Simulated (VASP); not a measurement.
Input of a VASP 6.6.1 run:

INCAR

```
SYSTEM = CsGd
ALGO = Normal
EDIFF = 1E-6
ENCUT = 520
GGA = PE
ISIF = 2
ISMEAR = 0
ISPIN = 2
LASPH = .TRUE.
LCHARG = .TRUE.
LELF = .TRUE.
LMAXMIX = 6
LORBIT = 11
LREAL = .FALSE.
LVHAR = .TRUE.
LWAVE = .FALSE.
MAGMOM = 0 7
NBANDS = 24
NELM = 150
PREC = Accurate
SIGMA = 0.1
```

Contents of KPOINTS:

```
k-points
0
G
  4 4 4
  0 0 0
```

Contents of POSCAR:

```
CsGd
1.0
    4.3374532400      0.0000000000      0.0000000000
    0.0000000000      4.3374532400      0.0000000000
    0.0000000000      0.0000000000      4.3374532400
Cs Gd
1 1
Direct
    0.0000000000      0.0000000000      0.0000000000
    0.5000000000      0.5000000000      0.5000000000
```

Potentials or basis: VASP PAW PBE potentials, release 64 (Cs_sv, Gd).

The run is started by

```sh
$ cat potpaw_PBE.64/Cs_sv/POTCAR potpaw_PBE.64/Gd/POTCAR > POTCAR
$ mpirun -np 1 vasp_std > vasp.out
```

Task: What does it give for the site moments?

Result: Cs +0.06; Gd +6.98 μB.

Task: Estimate the net moment.

Result: 8.15 μB per cell.

Task: Predict the pressure.

Result: 3.2 GPa.

Caveat: the k points lie up to 0.36 Å⁻¹ apart. The state reached can hang on the start; a lower one may exist.
